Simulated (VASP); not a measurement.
Here is a VASP 6.6.1 calculation.

File INCAR:

```
PREC     = Accurate       # precision mode
ENCUT    = 600            # plane-wave cutoff, eV
EDIFF    = 1E-7           # SCF threshold, eV
ISMEAR   = 0              # smearing method
SIGMA    = 0.1            # smearing width, eV
LREAL    = F              # projectors in reciprocal space
LASPH    = T              # aspherical terms in the spheres
NELM     = 100            # most SCF steps
ALGO     = Normal         # electronic algorithm
ISIF     = 3              # what is computed and relaxed
LWAVE    = F              # write WAVECAR
LCHARG   = F              # write CHGCAR
GGA      = PE             # functional
IBRION   = 2              # ionic algorithm
NSW      = 100            # ionic steps
EDIFFG   = -0.01          # ionic threshold
```

Contents of KPOINTS:

```
Automatic mesh
0
Gamma
  12 12 6
```

Contents of POSCAR:

```
SiF
1.0
    4.0298242625      0.0000000000      0.0000000000
   -2.0149121313      3.4899301841      0.0000000000
    0.0000000000      0.0000000000      8.0257251411
Si F
4 4
Direct
    0.6666666667      0.3333333333      0.0943724169
    0.6666666667      0.3333333333      0.4056275831
    0.3333333333      0.6666666667      0.5943724169
    0.3333333333      0.6666666667      0.9056275831
    0.0000000000      0.0000000000      0.0000000000
    0.3333333333      0.6666666667      0.2500000000
    0.0000000000      0.0000000000      0.5000000000
    0.6666666667      0.3333333333      0.7500000000
```

Potentials or basis: VASP PAW PBE potentials, release 64 (Si, F).

Run with:

```sh
$ cat potpaw_PBE.64/Si/POTCAR potpaw_PBE.64/F/POTCAR > POTCAR
$ mpirun -np 1 vasp_std > vasp.out
```

(1) What does it give for the band gap on the k mesh?

(2) Estimate the space group after relaxing (to 0.05 Å).

Answers

(1) zero (band 22 reaches 5.60 eV, above the bottom of band 23 at 4.76 eV).

(2) P6_3/mmc (No. 194).
